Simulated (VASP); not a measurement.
# Sn (Fddd) in VASP: a series of runs

Sn is run at these levels: PBEsol; tasks: single point.

Everything below comes from runs of VASP 6.6.1. Logs are shortened: lines on timing, memory, paths and dates and some standing lists are left out, and cuts for length are marked.

## 1. The cell of the first run

Symmetry: Fddd, No. 70, orthorhombic system. The conventional cell has a = 6.394 Å, b = 6.491 Å, c = 6.589 Å, α = 90.00°, β = 90.00°, γ = 90.00°. Within 3.7 Å of Sn (site symmetry 222) lie 4 Sn at 2.81 Å.

## 2. Single point, PBEsol (strain +0.0150 x Voigt [1, -1, 0, 0, 0, 0])

INCAR

```
SYSTEM = Sn
ALGO     = Fast           ! electronic algorithm
EDIFF    = 1E-6           ! SCF threshold, eV
ENCUT    = 520            ! plane-wave cutoff, eV
GGA      = PS             ! functional
ISIF     = 2              ! what is computed and relaxed
ISMEAR   = 0              ! smearing method
LASPH    = .True.         ! aspherical terms in the spheres
LCHARG   = .True.         ! write CHGCAR
LELF     = .True.         ! ELF
LREAL    = .False.        ! projectors in reciprocal space
LVHAR    = .True.       
LWAVE    = .False.        ! write WAVECAR
NBANDS   = 21             ! bands
NELM     = 80             ! most SCF steps
PREC     = Accurate       ! precision mode
SIGMA    = 0.15           ! smearing width, eV
```

KPOINTS

```
k-points
0
Gamma
  12 12 12
  0 0 0
```

POSCAR

```
Sn
1.0
    0.0000000000      3.1969160000      3.2456000000
    3.2942840000      0.0000000000      3.2456000000
    3.2942840000      3.1969160000      0.0000000000
Sn
2
Direct
    0.5000000000      0.5000000000      0.5000000000
    0.7500000000      0.7500000000      0.7500000000
```

Potentials or basis: VASP PAW PBE potentials, release 64 (Sn_d).

Started as:

```console
$ cat potpaw_PBE.64/Sn_d/POTCAR > POTCAR
$ mpirun -np 1 vasp_std > vasp.out
```

OUTCAR:

```text
SYSTEM = Sn
   EDIFF = 1E-6
   ENCUT = 520
   GGA = PS
   ISIF = 2
   ISMEAR = 0
   LASPH = .True.
   LREAL = .False.
   NELM = 80
   PREC = Accurate

 ion  position               nearest neighbor table
   1  0.500  0.500  0.500-   2 2.81   2 2.81   2 2.81   2 2.81
   2  0.750  0.750  0.750-   1 2.81   1 2.81   1 2.81   1 2.81

  LATTYP: Found a face centered orthorhombic cell.
 ALAT       =     6.3938320000
 B/A-ratio  =     1.0152284264
 C/A-ratio  =     1.0304568528

  Lattice vectors:

 A1 = (  -3.2942840000,   0.0000000000,  -3.2456000000)
 A2 = (  -3.2942840000,   3.1969160000,   0.0000000000)
 A3 = (   0.0000000000,   3.1969160000,  -3.2456000000)

Analysis of symmetry for initial positions (statically):
=====================================================================
 Subroutine PRICEL returns:
 Original cell was already a primitive cell.

 Routine SETGRP: Setting up the symmetry group for a
 face centered orthorhombic supercell.

 Subroutine GETGRP returns: Found  8 space group operations
 (whereof  4 operations were pure point group operations)
 out of a pool of  8 trial point group operations.

The static configuration has the point symmetry D_2 .
 The point group associated with its full space group is D_2h.

Analysis of symmetry for dynamics (positions and initial velocities):
=====================================================================
 Subroutine PRICEL returns:
 Original cell was already a primitive cell.

 Routine SETGRP: Setting up the symmetry group for a
 face centered orthorhombic supercell.

 Subroutine GETGRP returns: Found  8 space group operations
 (whereof  4 operations were pure point group operations)
 out of a pool of  8 trial point group operations.

The dynamic configuration has the point symmetry D_2 .
 The point group associated with its full space group is D_2h.

 Subroutine INISYM returns: Found  8 space group operations
 (whereof  4 operations are pure point group operations),
 and found     1 'primitive' translations

----------------------------------------------------------------------------------------

                                     Primitive cell

  volume of cell :      68.3624

  direct lattice vectors                    reciprocal lattice vectors
     0.000000000  3.196916000  3.245600000    -0.151778049  0.156400731  0.154054720
     3.294284000  0.000000000  3.245600000     0.151778049 -0.156400731  0.154054720
     3.294284000  3.196916000  0.000000000     0.151778049  0.156400731 -0.154054720

  length of vectors
     4.555676818  4.624524455  4.590487881     0.266890655  0.266890655  0.266890655

  position of ions in fractional coordinates (direct lattice)
     0.500000000  0.500000000  0.500000000
     0.750000000  0.750000000  0.750000000

  ion indices of the primitive-cell ions
   primitive index   ion index
                 1           1
                 2           2

----------------------------------------------------------------------------------------

 KPOINTS: k-points

Automatic generation of k-mesh.
 Grid dimensions read from file:
 generate k-points for:   12   12   12

 Generating k-lattice:

  Cartesian coordinates                     Fractional coordinates (reciprocal lattice)
    -0.012648171  0.013033394  0.012837893     0.083333333 -0.000000000 -0.000000000
     0.012648171 -0.013033394  0.012837893     0.000000000  0.083333333  0.000000000
     0.012648171  0.013033394 -0.012837893     0.000000000  0.000000000  0.083333333

  Length of vectors
     0.022240888  0.022240888  0.022240888

  Shift w.r.t. Gamma in fractional coordinates (k-lattice)
     0.000000000  0.000000000  0.000000000

 Subroutine IBZKPT returns following result:
 ===========================================

 Found    280 irreducible k-points:

 Following reciprocal coordinates:
            Coordinates               Weight
  0.000000  0.000000  0.000000      1.000000
  0.083333  0.000000  0.000000      8.000000
  0.166667  0.000000  0.000000      8.000000
  0.250000  0.000000 -0.000000      8.000000
  0.333333  0.000000 -0.000000      8.000000
  0.416667  0.000000 -0.000000      8.000000
[... 16 lines left out ...]
  0.500000  0.166667 -0.000000      8.000000
 -0.416667  0.166667  0.000000      8.000000
 [... further k-points ...]
   k-points           NKPTS =    280   k-points in BZ     NKDIM =    280   number of bands    NBANDS=     21
   number of dos      NEDOS =    301   number of ions     NIONS =      2
   total plane-waves  NPLWV =  46656
   dimension x,y,z NGX =    36 NGY =   36 NGZ =   36
   dimension x,y,z NGXF=    72 NGYF=   72 NGZF=   72
   ions per type =               2
   NGX,Y,Z   is equivalent  to a cutoff of  13.14, 12.94, 13.04 a.u.
   NGXF,Y,Z  is equivalent  to a cutoff of  26.27, 25.88, 26.08 a.u.
 SYSTEM =  Sn
   PREC   = accura    normal or accurate (medium, high low for compatibility)
   ISTART =      0    job   : 0-new  1-cont  2-samecut
   ICHARG =      2    charge: 1-file 2-atom 10-const
   ISPIN  =      1    spin polarized calculation?
   LNONCOLLINEAR =      F non collinear calculations
   LSORBIT =      F    spin-orbit coupling
   LASPH  =      T    aspherical Exc in radial PAW
   ENCUT  =  520.0 eV  38.22 Ry    6.18 a.u.   8.47  8.60  8.54*2*pi/ulx,y,z
   NELM   =     80;   NELMIN=  2; NELMDL= -5     # of ELM steps
   EDIFF  = 0.1E-05   stopping-criterion for ELM
   LREAL  =      F    real-space projection
   EDIFFG = 0.1E-04   stopping-criterion for IOM
   NSW    =      0    number of steps for IOM
   IBRION =     -1    ionic relax: 0-MD 1-quasi-New 2-CG
   NFREE  =      0    steps in history (QN), initial steepest desc. (CG)
   ISIF   =      2    stress and relaxation
   ISYM   =      2    0-nonsym 1-usesym 2-fastsym
   POTIM  = 0.5000    time-step for ionic-motion
   TEBEG  =    0.0;   TEEND  =   0.0 temperature during run
   PSTRESS=    0.0 pullay stress
   NELECT =      28.0000    total number of electrons
   NUPDOWN=      -1.0000    fix difference up-down
   EMIN   =  10.00;   EMAX   =-10.00  energy-range for DOS
   EFERMI =   0.00;   METHOD = LEGACY
   ISMEAR =     0;   SIGMA  =   0.15  broadening in eV -4-tet -1-fermi 0-gaus
   EFERMI_NEDOS =   21; number of points for ismear=-14 and -15
   IALGO  =     68    algorithm
   IMIX   =      4    mixing-type and parameters
[... 6 lines left out ...]
   GGA     = PS    functional components
   LHFCALC =     F    Hartree Fock is set to
   AEXX    =    0.0000 exact exchange contribution
   IVDW    =     0    specifies the selected vdW correction
   LEPSILON=     F    determine dielectric tensor
   LRPA    =     F    only Hartree local field effects (RPA)
 non-spin polarized calculation
 RMM-DIIS sequential band-by-band and
 Gauss-broadening in eV      SIGMA  =   0.15
  energy-cutoff  :      520.00
  volume of cell :       68.36
 maximum number of plane-waves:      1870
 NGX is ok and might be reduce to    36
   NGX = 17   NGY = 17   NGZ = 17

 number of electron      27.9999995 magnetization

 Free energy of the ion-electron system (eV)
  ---------------------------------------------------
  ext. energy  EPLUGINS =         0.00000000
  ---------------------------------------------------
  free energy    TOTEN  =        -8.45881907 eV

  energy without entropy =       -8.45683532  energy(sigma->0) =       -8.45782719

 E-fermi :   5.4889     XC(G=0):  -9.0647

 val. band max:        5.4843689357   @ k =   0.0833   0.0000   0.0000
 cond. band min:       5.5712044793   @ k =   0.0000   0.0000   0.0000
 fundamental gap:      0.0868355436
 Fermi energy:         5.4888967435

 k-point     1 :       0.0000    0.0000    0.0000
  band No.  band energies     occupation
      1     -16.1216      2.00000
      2     -16.1154      2.00000
      3     -16.1097      2.00000
      4     -16.0572      2.00000
      5     -16.0532      2.00000
      6     -15.7533      2.00000
[... 13 lines left out ...]
     20      13.2332      0.00000
     21      13.5817      0.00000

 k-point     2 :       0.0833    0.0000    0.0000
  band No.  band energies     occupation
      1     -16.1255      2.00000
      2     -16.1189      2.00000
      3     -16.1119      2.00000
      4     -16.0491      2.00000
      5     -16.0458      2.00000
      6     -15.7618      2.00000
[... 13 lines left out ...]
     20      12.6421      0.00000
     21      12.9390      0.00000

 k-point     3 :       0.1667    0.0000    0.0000
  band No.  band energies     occupation
      1     -16.1356      2.00000
      2     -16.1284      2.00000
      3     -16.1090      2.00000
      4     -16.0325      2.00000
      5     -16.0301      2.00000
      6     -15.7776      2.00000
[... 13 lines left out ...]
     20      12.2495      0.00000
     21      12.4610      0.00000

 k-point     4 :       0.2500    0.0000   -0.0000
  band No.  band energies     occupation
      1     -16.1454      2.00000
      2     -16.1370      2.00000
      3     -16.1028      2.00000
      4     -16.0159      2.00000
      5     -16.0142      2.00000
      6     -15.7920      2.00000
[... 13 lines left out ...]
     20      12.2927      0.00000
     21      12.3905      0.00000

 k-point     5 :       0.3333    0.0000   -0.0000
  band No.  band energies     occupation
      1     -16.1523      2.00000
      2     -16.1427      2.00000
      3     -16.0961      2.00000
      4     -16.0035      2.00000
      5     -16.0023      2.00000
      6     -15.8021      2.00000
[... 13 lines left out ...]
     20      12.7773      0.00000
     21      12.8084      0.00000

 k-point     6 :       0.4167    0.0000   -0.0000
  band No.  band energies     occupation
      1     -16.1562      2.00000
      2     -16.1455      2.00000
      3     -16.0910      2.00000
      4     -15.9965      2.00000
      5     -15.9956      2.00000
      6     -15.8074      2.00000
[... 13 lines left out ...]
     20      13.5447      0.00000
     21      13.6699      0.00000

 k-point     7 :       0.5000    0.0000   -0.0000
  band No.  band energies     occupation
      1     -16.1574      2.00000
      2     -16.1464      2.00000
      3     -16.0891      2.00000
      4     -15.9944      2.00000
      5     -15.9935      2.00000
      6     -15.8090      2.00000
[... 13 lines left out ...]
     20      14.1818      0.00000
     21      14.3475      0.00000
[... 291 lines left out ...]
      1     -16.1463      2.00000
      2     -16.1352      2.00000
      3     -16.1141      2.00000
      4     -16.0198      2.00000
      5     -15.9834      2.00000
      6     -15.8451      2.00000
[... 13 lines left out ...]
     20      12.6817      0.00000
     21      13.5974      0.00000

 k-point    21 :       0.3333    0.1667   -0.0000
  band No.  band energies     occupation
      1     -16.1594      2.00000
      2     -16.1440      2.00000
      3     -16.0973      2.00000
      4     -16.0038      2.00000
      5     -15.9672      2.00000
      6     -15.8603      2.00000
[... 13 lines left out ...]
     20      13.0849      0.00000
     21      13.8093      0.00000

 k-point    22 :       0.4167    0.1667   -0.0000
  band No.  band energies     occupation
      1     -16.1698      2.00000
      2     -16.1511      2.00000
      3     -16.0788      2.00000
      4     -15.9887      2.00000
      5     -15.9601      2.00000
      6     -15.8644      2.00000
[... 13 lines left out ...]
     20      13.7139      0.00000
     21      14.3829      0.00000

 k-point    23 :       0.5000    0.1667   -0.0000
  band No.  band energies     occupation
      1     -16.1756      2.00000
      2     -16.1562      2.00000
      3     -16.0634      2.00000
      4     -15.9761      2.00000
      5     -15.9640      2.00000
      6     -15.8563      2.00000
[... 13 lines left out ...]
     20      14.0238      0.00000
     21      14.4448      0.00000

 k-point    24 :      -0.4167    0.1667    0.0000
  band No.  band energies     occupation
      1     -16.1760      2.00000
      2     -16.1593      2.00000
      3     -16.0559      2.00000
      4     -15.9777      2.00000
      5     -15.9660      2.00000
      6     -15.8426      2.00000
[... 13 lines left out ...]
     20      13.3166      0.00000
     21      13.4726      0.00000

 [... further k-points ...]
[... 5 lines left out ...]
  --------------------------------------------------------------------------------------
  -------------------------------------------------------------------------------------
  Total        0.2058548      0.5907115      0.4105729      0.0000000      0.0000000      0.0000000
  in kB        4.8245217     13.8442276      9.6224048      0.0000000      0.0000000      0.0000000
  external PRESSURE =       9.4303847 kB  Pullay stress =       0.0000000 kB

 VOLUME and BASIS-vectors are now :
 -----------------------------------------------------------------------------
  energy-cutoff  :      520.00
  volume of cell :       68.36
      direct lattice vectors                 reciprocal lattice vectors
     0.000000000  3.196916000  3.245600000    -0.151778049  0.156400731  0.154054720
     3.294284000  0.000000000  3.245600000     0.151778049 -0.156400731  0.154054720
     3.294284000  3.196916000  0.000000000     0.151778049  0.156400731 -0.154054720

 POSITION                                       TOTAL-FORCE (eV/Angst)
 -----------------------------------------------------------------------------------
      3.29428      3.19692      3.24560         0.000000     -0.000000      0.000000
      4.94143      4.79537      4.86840        -0.000000      0.000000      0.000000
 -----------------------------------------------------------------------------------
    total drift:                                0.000000      0.000000      0.000000

  FREE ENERGIE OF THE ION-ELECTRON SYSTEM (eV)
  ---------------------------------------------------
  free  energy   TOTEN  =        -8.4588190684 eV

  energy  without entropy=       -8.4568353187  energy(sigma->0) =       -8.45782719
```

Run time: 6.1 min. Hardware: 1 thread of Intel Xeon Platinum 8259CL at 2.50GHz (Skylake/Cascade Lake), shared host; peak memory 0.44 GiB.

What came out:

```
Free energy            : -8.4588 eV
Pressure               : 0.9 GPa
Band gap on the k mesh : zero (band 14 reaches 5.57 eV, above the bottom of band 15 at 5.41 eV)
```

Levels at points of the mesh, in eV from the Fermi level:
| k point | band 11 | band 12 | band 13 | band 14 | band 15 | band 16 | band 17 | band 18 |
| --- | --- | --- | --- | --- | --- | --- | --- | --- |
| (0.00, 0.00, 0.00) | -10.63 | -0.71 | -0.02 | 0.08 | 0.18 | 2.09 | 2.15 | 2.21 |
| (0.50, 0.00, 0.00) | -9.01 | -6.33 | -1.22 | -1.03 | -0.08 | 3.15 | 3.27 | 5.52 |
| (0.50, 0.50, 0.00) | -7.54 | -7.54 | -2.47 | -2.47 | 0.75 | 0.75 | 7.66 | 7.66 |
| (0.50, 0.00, 0.50) | -7.48 | -7.48 | -2.55 | -2.55 | 0.66 | 0.66 | 7.70 | 7.70 |
| (0.00, 0.50, 0.50) | -7.59 | -7.59 | -2.39 | -2.39 | 0.85 | 0.85 | 7.67 | 7.67 |

Caveat: the cell differs from its parent crystal (strain +0.0150 x Voigt [1, -1, 0, 0, 0, 0]); the PAW data sets were made with another functional, which shifts forces and pressure a little; spin-orbit coupling is left out, which moves the levels of the heavy elements.

## 3. Single point, PBEsol (strain -0.0100 x Voigt [1, -1, 0, 0, 0, 0])

INCAR

```
SYSTEM = Sn
PREC = Accurate
ENCUT = 520
EDIFF = 1E-7
ISMEAR = 0
SIGMA = 0.15
LREAL = .False.
LASPH = .True.
NELM = 100
ALGO = Fast
ISIF = 2
LWAVE = .False.
LCHARG = .False.
GGA = PS
NBANDS = 21
```

KPOINTS

```
regular mesh
0
Gamma
  12 12 12
  0 0 0
```

POSCAR

```
Sn
1.0
    0.0000000000      3.2780560000      3.2456000000
    3.2131440000      0.0000000000      3.2456000000
    3.2131440000      3.2780560000      0.0000000000
Sn
2
Direct
    0.5000000000      0.5000000000      0.5000000000
    0.7500000000      0.7500000000      0.7500000000
```

Potentials or basis: VASP PAW PBE potentials, release 64 (Sn_d).

Started as:

```console
$ cat potpaw_PBE.64/Sn_d/POTCAR > POTCAR
$ mpirun -np 1 vasp_std > vasp.out
```

Run time: 7.1 min. Hardware: 1 thread of Intel Xeon Platinum 8259CL at 2.50GHz (Skylake/Cascade Lake), shared host; peak memory 0.44 GiB.

Results (log left out):

- Free energy: -8.4605 eV
- Pressure: 0.9 GPa
- Band gap on the k mesh: zero (band 14 reaches 5.57 eV, above the bottom of band 15 at 5.41 eV)

Stress tensor (GPa, compression positive):
```
1.22 0.00 0.00
0.00 0.62 0.00
0.00 0.00 0.94
```

Levels at points of the mesh, in eV from the Fermi level:
```csv
k point,band 10,band 11,band 12,band 13,band 14,band 15,band 16,band 17,band 18,band 19
"(0.00, 0.00, 0.00)",-21.22,-10.63,-0.71,0.01,0.08,0.15,2.11,2.15,2.19,4.85
"(0.50, 0.00, 0.00)",-21.17,-9.01,-6.32,-1.19,-1.06,-0.07,3.17,3.25,5.52,8.37
"(0.50, 0.50, 0.00)",-21.16,-7.54,-7.54,-2.47,-2.47,0.75,0.75,7.68,7.68,9.19
"(0.50, 0.00, 0.50)",-21.15,-7.57,-7.57,-2.42,-2.42,0.82,0.82,7.68,7.68,9.18
"(0.00, 0.50, 0.50)",-21.16,-7.50,-7.50,-2.53,-2.53,0.69,0.69,7.71,7.71,9.24
```

Caveat: the cell differs from its parent crystal (strain -0.0100 x Voigt [1, -1, 0, 0, 0, 0]); the PAW data sets were made with another functional, which shifts forces and pressure a little; spin-orbit coupling is left out, which moves the levels of the heavy elements.

## 4. Single point, PBEsol (strain +0.0050 x Voigt [1, -1, 0, 0, 0, 0])

INCAR

```
SYSTEM = Sn
  ALGO = Fast
  EDIFF = 1E-7
  ENCUT = 520
  GGA = PS
  ISIF = 2
  ISMEAR = 0
  LASPH = .TRUE.
  LCHARG = .FALSE.
  LREAL = .FALSE.
  LWAVE = .FALSE.
  NBANDS = 21
  NELM = 80
  PREC = Accurate
  SIGMA = 0.15
```

KPOINTS

```
k-points
0
G
  12 12 12
  0 0 0
```

POSCAR

```
Sn
1.0
    0.0000000000      3.2293720000      3.2456000000
    3.2618280000      0.0000000000      3.2456000000
    3.2618280000      3.2293720000      0.0000000000
Sn
2
Direct
    0.5000000000      0.5000000000      0.5000000000
    0.7500000000      0.7500000000      0.7500000000
```

Started as:

```console
$ cat potpaw_PBE.64/Sn_d/POTCAR > POTCAR
$ mpirun -np 1 vasp_std > vasp.out
```

Wall time 7.7 min (1 thread of Intel Xeon Platinum 8259CL at 2.50GHz (Skylake/Cascade Lake), shared host); peak memory 0.44 GiB.

Results (log left out):

| Item | Value |
| --- | --- |
| Free energy | -8.4615 eV |
| Pressure | 0.9 GPa |
| Band gap on the k mesh | zero (band 14 reaches 5.57 eV, above the bottom of band 15 at 5.42 eV) |

Stress tensor (GPa, compression positive):
```
0.77 0.00 0.00
0.00 1.08 0.00
0.00 0.00 0.93
```

Levels at points of the mesh, in eV from the Fermi level:
| k point | band 12 | band 13 | band 14 | band 15 | band 16 | band 17 |
| --- | --- | --- | --- | --- | --- | --- |
| (0.00, 0.00, 0.00) | -0.70 | 0.05 | 0.08 | 0.11 | 2.12 | 2.14 |
| (0.50, 0.00, 0.00) | -6.32 | -1.16 | -1.09 | -0.07 | 3.19 | 3.23 |
| (0.50, 0.50, 0.00) | -7.54 | -2.47 | -2.47 | 0.75 | 0.75 | 7.69 |
| (0.50, 0.00, 0.50) | -7.52 | -2.50 | -2.50 | 0.72 | 0.72 | 7.70 |
| (0.00, 0.50, 0.50) | -7.55 | -2.45 | -2.45 | 0.79 | 0.79 | 7.69 |

Caveat: the cell differs from its parent crystal (strain +0.0050 x Voigt [1, -1, 0, 0, 0, 0]); the PAW data sets were made with another functional, which shifts forces and pressure a little; spin-orbit coupling is left out, which moves the levels of the heavy elements.

## 5. The runs side by side

| cell | further INCAR settings | gap on the mesh (eV) | pressure (GPa) |
| --- | --- | --- | --- |
| a = 4.556, b = 4.625, c = 4.590 Å, angles 59.3, 60.7, 60.0°, 2 atoms | ALGO = Fast; EDIFF = 1e-06; NBANDS = 21 | none | 0.9 |
| a = 4.613, b = 4.567, c = 4.590 Å, angles 60.5, 59.5, 60.0°, 2 atoms | ALGO = Fast; EDIFF = 1e-07; NBANDS = 21 | none | 0.9 |
| a = 4.579, b = 4.601, c = 4.590 Å, angles 59.8, 60.2, 60.0°, 2 atoms | ALGO = Fast; EDIFF = 1e-07; NBANDS = 21 | none | 0.9 |

Alike in all rows: task single point; level PBEsol; potentials or basis VASP PAW PBE potentials, release 64 (Sn_d); no spin polarisation; k mesh 12 × 12 × 12; cutoff (eV) 520; smearing gaussian 0.15 eV.

Caveats: the PAW data sets were made with another functional, which shifts forces and pressure a little; spin-orbit coupling is left out, which moves the levels of the heavy elements.

Total energies depend on the potentials used, so only differences within one code and one set of settings carry meaning.
